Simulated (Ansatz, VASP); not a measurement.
**Two plane-wave programs on MoP3**

File INCAR:

```
SYSTEM = MoP3
ALGO = Normal ; EDIFF = 1E-6
EDIFFG = -0.01 ; ENCUT = 600
GGA = PE ; IBRION = 2
ISIF = 3 ; ISMEAR = 0
LASPH = .True. ; LCHARG = .False.
LREAL = .False. ; LWAVE = .False.
NELM = 100 ; NSW = 100
PREC = Accurate ; SIGMA = 0.1
```

KPOINTS

```
k-points
0
Gamma
  12 12 12
  0 0 0
```

Contents of POSCAR:

```
MoP3
1.0
    3.8621103335      0.0000000000      0.0000000000
    0.0000000000      3.8621103335      0.0000000000
    0.0000000000      0.0000000000      3.8621103335
Mo P
1 3
Direct
    0.0000000000      0.0000000000      0.0000000000
    0.0000000000      0.5000000000      0.5000000000
    0.5000000000      0.0000000000      0.5000000000
    0.5000000000      0.5000000000      0.0000000000
```

Input for Ansatz:

```yaml
crystal:
  lattice:
    - [3.8621103335, 0.0, 0.0]
    - [0.0, 3.8621103335, 0.0]
    - [0.0, 0.0, 3.8621103335]
  atoms:
    - { symbol: Mo, position: [0.0, 0.0, 0.0] }
    - { symbol: P, position: [0.0, 0.5, 0.5] }
    - { symbol: P, position: [0.5, 0.0, 0.5] }
    - { symbol: P, position: [0.5, 0.5, 0.0] }
basis:
  ecutwfc: 420
kpoints:
  mp_grid: { grid: [12, 12, 12] }
hamiltonian:
  xc: pbe
scf:
  occupations: { method: gaussian, width: 0.1 }
output:
  forces: true
  stress: true
  eigenvalues: true
relax:
  adjacent_minimum: "off"
  f_tol: 0.01
  max_steps: 80
  cell: { stress_tol: 0.05 }
```

Alike in both runs: task relaxation of cell and atoms; functional PBE; k mesh 12 × 12 × 12; occupations gaussian, width 0.1 eV; no spin polarisation.

|  | VASP | Ansatz |
| --- | --- | --- |
| version | VASP 6.6.1 | Ansatz 0.2.0 |
| potentials or method | VASP PAW PBE potentials, release 64 (Mo_sv, P), cutoff 600 eV | scalar-relativistic, plane waves, PAW |
| valence electrons in the cell | 29 | 29 |

```csv
,VASP,Ansatz,Ansatz less VASP
"gap on the k mesh at the Fermi level, each at its own relaxed structure (eV)",none,none,-
relaxed volume (Å³/atom),14.29,14.30,+0.007
relaxed cell length with the largest relative difference (Å),3.852,3.853,+0.0006
```

A gap of «none» marks a metal or a gap that the smearing closes.
